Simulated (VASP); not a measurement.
# GaP (R-3m) in VASP: settings compared, part 2 of 2

VASP 6.6.1.

## (3) Single point, r2SCAN+D4

This run uses another cell than the first one, of 20.11 Å³/atom.

POSCAR reads:

```
GaP
1.0
    6.7198977601      0.0044703088      0.0027334995
    5.6285638091      3.6710101247      0.0027334995
    5.6285638091      1.6753241716      3.2664371612
Ga P
2 2
Direct
    0.4358163814      0.4358163814      0.4358163814
    0.5641836186      0.5641836186      0.5641836186
    0.0577507557      0.0577507557      0.0577507557
    0.9422492443      0.9422492443      0.9422492443
```

INCAR.step1 reads:

```
SYSTEM = GaP
  PREC = Accurate
  ENCUT = 520
  ISMEAR = 0
  SIGMA = 0.01
  LREAL = .FALSE.
  LASPH = .TRUE.
  NELM = 60
  NBANDS = 26
  GGA = PE
  ALGO = Normal
  EDIFF = 1E-4
  LWAVE = .TRUE.
  LCHARG = .FALSE.
```

INCAR.step2 reads:

```
SYSTEM = GaP
  PREC = Accurate
  ENCUT = 520
  EDIFF = 1E-6
  ISMEAR = 0
  SIGMA = 0.01
  LREAL = .FALSE.
  LASPH = .TRUE.
  NELM = 60
  ALGO = Normal
  ISIF = 2
  LWAVE = .FALSE.
  LCHARG = .TRUE.
  METAGGA = R2SCAN
  LMIXTAU = .TRUE.
  IVDW = 13
  VDW_S6 = 1.0
  VDW_S8 = 0.6018749
  VDW_A1 = 0.51559235
  VDW_A2 = 5.77342911
  LELF = .TRUE.
  LVHAR = .TRUE.
  NBANDS = 26
  ISTART = 1
```

KPOINTS reads:

```
Automatic mesh
0
G
  6 6 6
  0 0 0
```

Potentials or basis: VASP PAW PBE potentials, release 64 (Ga_d, P).

On the command line:

```bash
$ cat potpaw_PBE.64/Ga_d/POTCAR potpaw_PBE.64/P/POTCAR > POTCAR
$ cp INCAR.step1 INCAR
$ mpirun -np 1 vasp_std > vasp.out
$ cp INCAR.step2 INCAR
$ mpirun -np 1 vasp_std > vasp.out
```

It took 8.5 min on 1 thread of Intel Xeon Platinum 8488C (Sapphire Rapids), shared host; peak memory 0.4 GiB.

The run converged. Its results:

```yaml
Free_energy: -42.8981 eV
Pressure: -0.1 GPa
Largest_force: 0.069 eV/Å
Band_gap_on_the_k_mesh: 1.02 eV (least direct gap 1.62 eV)
Dispersion_energy_per_atom: -0.146 eV
```

Forces on the atoms (eV/Å):
```
Ga   0.000  0.000  0.000
Ga   0.000  0.000  0.000
P   -0.065 -0.019 -0.012
P    0.065  0.019  0.012
```

Stress tensor (GPa, compression positive):
```
-0.31 -0.09 -0.06
-0.09 -0.02 -0.02
-0.06 -0.02  0.00
```

Levels at points of the mesh, in eV from the valence-band top:
| k point | band 14 | band 15 | band 16 | band 17 | band 18 | band 19 | band 20 | band 21 | band 22 | band 23 |
| --- | --- | --- | --- | --- | --- | --- | --- | --- | --- | --- |
| (0.00, 0.00, 0.00) | -1.92 | -1.92 | -0.24 | 0.00 | 0.00 | 1.62 | 2.27 | 3.11 | 3.95 | 3.95 |
| (0.50, 0.00, 0.00) | -5.88 | -4.82 | -3.06 | -2.87 | -1.93 | 1.91 | 2.99 | 4.07 | 4.85 | 6.72 |
| (0.50, 0.50, 0.00) | -7.19 | -4.10 | -3.37 | -1.33 | -0.60 | 1.02 | 1.71 | 1.97 | 4.33 | 4.42 |
| (0.50, 0.50, 0.50) | -3.87 | -1.82 | -1.82 | -0.29 | -0.29 | 1.65 | 2.90 | 4.15 | 4.15 | 5.45 |

Caveat: the PAW data sets were made with another functional, which shifts forces and pressure a little.

## (4) Single point, r2SCAN

This run uses another cell than the first one, of 20.37 Å³/atom.

POSCAR reads:

```
GaP
1.0
    6.7456888485      0.0032362462      0.0019788963
    5.6494821131      3.6861470899      0.0019788963
    5.6494821131      1.6815504385      3.2802549302
Ga P
2 2
Direct
    0.4357534871      0.4357534871      0.4357534871
    0.5642465129      0.5642465129      0.5642465129
    0.0576950213      0.0576950213      0.0576950213
    0.9423049787      0.9423049787      0.9423049787
```

INCAR.step1 reads:

```
SYSTEM = GaP
ALGO = Normal ; EDIFF = 1E-4
ENCUT = 520 ; GGA = PE
ISMEAR = 0 ; LASPH = .True.
LCHARG = .False. ; LREAL = .False.
LWAVE = .True. ; NBANDS = 26
NELM = 80 ; PREC = Accurate
SIGMA = 0.01
```

INCAR.step2 reads:

```
SYSTEM = GaP
ALGO = Normal ; EDIFF = 1E-7
ENCUT = 520 ; ISIF = 2
ISMEAR = 0 ; ISTART = 1
LASPH = .True. ; LCHARG = .False.
LMIXTAU = .True. ; LREAL = .False.
LWAVE = .False. ; METAGGA = R2SCAN
NBANDS = 26 ; NELM = 80
PREC = Accurate ; SIGMA = 0.01
```

KPOINTS reads:

```
k-points
0
Gamma
  6 6 6
  0 0 0
```

On the command line:

```bash
$ cat potpaw_PBE.64/Ga_d/POTCAR potpaw_PBE.64/P/POTCAR > POTCAR
$ cp INCAR.step1 INCAR
$ mpirun -np 1 vasp_std > vasp.out
$ cp INCAR.step2 INCAR
$ mpirun -np 1 vasp_std > vasp.out
```

It took 10 min on 1 thread of Intel Xeon Platinum 8488C (Sapphire Rapids), shared host; peak memory 0.4 GiB.

Results (log left out):

| Item | Value |
| --- | --- |
| Free energy | -42.3168 eV |
| Pressure | -0.1 GPa |
| Largest force | 0.067 eV/Å |
| Band gap on the k mesh | 1.03 eV (least direct gap 1.58 eV) |

Forces on the atoms (eV/Å):
```
Ga  -0.002 -0.001  0.000
Ga   0.002  0.001  0.000
P   -0.063 -0.019 -0.012
P    0.063  0.019  0.012
```

Stress tensor (GPa, compression positive):
```
-0.29 -0.09 -0.05
-0.09 -0.03 -0.02
-0.05 -0.02 -0.02
```

Levels at points of the mesh, in eV from the valence-band top:
```csv
k point,band 16,band 17,band 18,band 19,band 20,band 21
"(0.00, 0.00, 0.00)",-0.24,0.00,0.00,1.58,2.19,3.08
"(0.50, 0.00, 0.00)",-3.03,-2.83,-1.90,1.92,3.00,4.05
"(0.50, 0.50, 0.00)",-3.32,-1.31,-0.58,1.03,1.73,1.94
"(0.50, 0.50, 0.50)",-1.80,-0.28,-0.28,1.61,2.85,4.15
```

Caveat: the PAW data sets were made with another functional, which shifts forces and pressure a little. A k mesh can miss the band edges.

## (5) Relaxation of cell and atoms, PBEsol

This run uses another cell than the first one, of 21.03 Å³/atom.

INCAR reads:

```
PREC = Accurate
ENCUT = 600
EDIFF = 1E-6
ISMEAR = 0
SIGMA = 0.01
LREAL = F
LASPH = T
NELM = 100
ALGO = Normal
ISIF = 3
LWAVE = F
LCHARG = F
GGA = PS
IBRION = 2
NSW = 80
EDIFFG = -0.01
```

KPOINTS reads:

```
Automatic mesh
0
Gamma
  6 6 6
```

POSCAR reads:

```
GaP
1.0
    6.8109520000      0.0000000000      0.0000000000
    5.7023528382      3.7245455099      0.0000000000
    5.7023528382      1.6972872422      3.3153363740
Ga P
2 2
Direct
    0.4353720000      0.4353720000      0.4353720000
    0.5646280000      0.5646280000      0.5646280000
    0.0573890000      0.0573890000      0.0573890000
    0.9426110000      0.9426110000      0.9426110000
```

On the command line:

```bash
$ cat potpaw_PBE.64/Ga_d/POTCAR potpaw_PBE.64/P/POTCAR > POTCAR
$ mpirun -np 1 vasp_std > vasp.out
```

It took 12 min on 1 thread of Intel Xeon Platinum 8488C (Sapphire Rapids), shared host; peak memory 0.43 GiB.

The run converged. Its results:

- Free energy: -19.3181 eV
- Relaxed volume: 20.18 Å³/atom
- Relaxed cell: a = 6.727 Å, b = 6.727 Å, c = 6.727 Å, α = 33.08°, β = 33.08°, γ = 33.08°
- Space group after relaxing (to 0.1 Å): R-3m (No. 166)
- Energy gained by relaxing: 8.1 meV/atom
- Ionic steps: 8
- Pressure after relaxing: 0.0 GPa
- Band gap on the k mesh: 0.69 eV (least direct gap 1.14 eV)

Forces in eV/Å, atoms in the order of the input:
```
Ga   0.000  0.000  0.000
Ga   0.000  0.000  0.000
P   -0.002 -0.001  0.000
P    0.002  0.001  0.000
```

Step by step:
| step | energy change (eV) | largest force (eV/Å) | pressure (GPa) | volume (Å³) |
| --- | --- | --- | --- | --- |
| 1 | 0.0000 | 0.0889 | -2.85 | 84.10 |
| 2 | -0.0274 | 0.1165 | 1.19 | 79.63 |
| 3 | -0.0314 | 0.1111 | 0.05 | 80.75 |
| 4 | -0.0324 | 0.0467 | 0.02 | 80.71 |
| 5 | -0.0324 | 0.0499 | 0.00 | 80.72 |
| 6 | -0.0325 | 0.0138 | 0.02 | 80.71 |
| 7 | -0.0326 | 0.0169 | 0.00 | 80.71 |
| 8 | -0.0325 | 0.0025 | 0.02 | 80.71 |

Final structure:
```yaml
crystal:
  lattice:
    - [6.72684, 0.00413, 0.00252]
    - [5.63418, 3.67509, 0.00252]
    - [5.63418, 1.67700, 3.27016]
  atoms:
    - { symbol: Ga, position: [0.43577, 0.43577, 0.43577] }
    - { symbol: Ga, position: [0.56423, 0.56423, 0.56423] }
    - { symbol: P, position: [0.05781, 0.05781, 0.05781] }
    - { symbol: P, position: [0.94219, 0.94219, 0.94219] }
```

Levels at points of the mesh, in eV from the valence-band top:
```
           k point  band 16  band 17  band 18  band 19  band 20  band 21
(0.00, 0.00, 0.00)    -0.24     0.00     0.00     1.14     1.76     2.71
(0.50, 0.00, 0.00)    -2.93    -2.83    -1.86     1.53     2.59     3.62
(0.50, 0.50, 0.00)    -3.22    -1.28    -0.57     0.69     1.33     1.55
(0.50, 0.50, 0.50)    -1.72    -0.28    -0.28     1.17     2.44     3.82
```

Caveat: semilocal functionals underestimate gaps, and a narrow one can read as zero; the PAW data sets were made with another functional, which shifts forces and pressure a little.

## (6) Relaxation of cell and atoms, r2SCAN+D4

This run uses another cell than the first one, of 21.03 Å³/atom.

POSCAR is that of step 5.

INCAR.step1 reads:

```
PREC = Accurate
ENCUT = 600
ISMEAR = 0
SIGMA = 0.01
LREAL = False
LASPH = True
NELM = 80
GGA = PE
ALGO = Normal
EDIFF = 1E-4
LWAVE = True
LCHARG = False
```

INCAR.step2 reads:

```
PREC = Accurate
ENCUT = 600
EDIFF = 1E-6
ISMEAR = 0
SIGMA = 0.01
LREAL = False
LASPH = True
NELM = 80
ALGO = Normal
ISIF = 3
LWAVE = False
LCHARG = False
METAGGA = R2SCAN
LMIXTAU = True
IVDW = 13
VDW_S6 = 1.0
VDW_S8 = 0.6018749
VDW_A1 = 0.51559235
VDW_A2 = 5.77342911
IBRION = 2
NSW = 80
EDIFFG = -0.01
ISTART = 1
```

KPOINTS reads:

```
regular mesh
0
Gamma
  6 6 6
```

Potentials or basis: VASP PAW PBE potentials, release 64 (Ga_d, P).

On the command line:

```bash
$ cat potpaw_PBE.64/Ga_d/POTCAR potpaw_PBE.64/P/POTCAR > POTCAR
$ cp INCAR.step1 INCAR
$ mpirun -np 1 vasp_std > vasp.out
$ cp INCAR.step2 INCAR
$ mpirun -np 1 vasp_std > vasp.out
```

It took 52 min on 1 thread of Intel Xeon Platinum 8488C (Sapphire Rapids), shared host; peak memory 0.48 GiB.

The run converged. Its results:

* Free energy: -42.9015 eV
* Relaxed volume: 20.07 Å³/atom
* Relaxed cell: a = 6.713 Å, b = 6.713 Å, c = 6.713 Å, α = 33.10°, β = 33.10°, γ = 33.10°
* Space group after relaxing (to 0.1 Å): R-3m (No. 166)
* Energy gained by relaxing: 10.8 meV/atom
* Ionic steps: 7
* Pressure after relaxing: 0.1 GPa
* Largest force after relaxing: 0.007 eV/Å
* Band gap on the k mesh: 1.03 eV (least direct gap 1.61 eV)
* Dispersion energy per atom: -0.146 eV

Forces in eV/Å, atoms in the order of the input:
```
Ga  -0.006 -0.002 -0.001
Ga   0.006  0.002  0.001
P   -0.006 -0.002 -0.001
P    0.006  0.002  0.001
```

The path:
| step | energy change (eV) | largest force (eV/Å) | pressure (GPa) | volume (Å³) |
| --- | --- | --- | --- | --- |
| 1 | 0.0000 | 0.0569 | -3.44 | 84.10 |
| 2 | -0.0326 | 0.1982 | 1.90 | 78.72 |
| 3 | -0.0421 | 0.1295 | 0.04 | 80.38 |
| 4 | -0.0421 | 0.1266 | -0.03 | 80.45 |
| 5 | -0.0432 | 0.0556 | -0.02 | 80.34 |
| 6 | -0.0432 | 0.0611 | -0.04 | 80.36 |
| 7 | -0.0434 | 0.0068 | 0.06 | 80.28 |

Final structure:
```cif
data_structure
_symmetry_space_group_name_H-M 'P 1'
_symmetry_Int_Tables_number 1
_cell_length_a 6.7128
_cell_length_b 6.7128
_cell_length_c 6.7128
_cell_angle_alpha 33.097
_cell_angle_beta 33.097
_cell_angle_gamma 33.097
_cell_volume 80.28
loop_
_atom_site_label
_atom_site_type_symbol
_atom_site_fract_x
_atom_site_fract_y
_atom_site_fract_z
_atom_site_occupancy
Ga1 Ga 0.43579 0.43579 0.43579 1
Ga2 Ga 0.56421 0.56421 0.56421 1
P1 P 0.05764 0.05764 0.05764 1
P2 P 0.94236 0.94236 0.94236 1
```

Levels at points of the mesh, in eV from the valence-band top:
```tsv
k point	band 16	band 17	band 18	band 19	band 20	band 21
(0.00, 0.00, 0.00)	-0.25	0.00	0.00	1.61	2.29	3.11
(0.50, 0.00, 0.00)	-3.08	-2.88	-1.94	1.90	2.99	4.09
(0.50, 0.50, 0.00)	-3.39	-1.34	-0.60	1.03	1.70	1.96
(0.50, 0.50, 0.50)	-1.84	-0.29	-0.29	1.65	2.90	4.14
```

Caveat: the PAW data sets were made with another functional, which shifts forces and pressure a little. A k mesh can miss the band edges.

## (7) Overview

| task | level | cell | cutoff (eV) | gap on the mesh (eV) | pressure (GPa) | relaxed volume (Å³/atom) | largest force (eV/Å) |
| --- | --- | --- | --- | --- | --- | --- | --- |
| single point | PBEsol | a = 6.729 Å, angles 33.1°, 4 atoms, atomic positions A | 520 | 0.69 | 0.0 | - | 0.01 |
| single point | r2SCAN+D4 | a = 6.720 Å, angles 33.1°, 4 atoms, atomic positions B | 520 | 1.02 | -0.1 | - | 0.07 |
| single point | r2SCAN | a = 6.746 Å, angles 33.1°, 4 atoms, atomic positions C | 520 | 1.03 | -0.1 | - | 0.07 |
| relaxation of cell and atoms | PBEsol | relaxed from a = 6.811 Å, angles 33.2°, 4 atoms, atomic positions D | 600 | 0.69 | 0.0 | 20.18 | - |
| relaxation of cell and atoms | r2SCAN+D4 | relaxed from a = 6.811 Å, angles 33.2°, 4 atoms, atomic positions D | 600 | 1.03 | 0.1 | 20.07 | 0.01 |

Alike in all rows: potentials or basis VASP PAW PBE potentials, release 64 (Ga_d, P); no spin polarisation; k mesh 6 × 6 × 6; smearing gaussian 0.01 eV.

Caveats: the PAW data sets were made with another functional, which shifts forces and pressure a little; semilocal functionals underestimate gaps, and a narrow one can read as zero (at least some runs).

Total energies depend on the potentials used, so only differences within one code and one set of settings carry meaning.
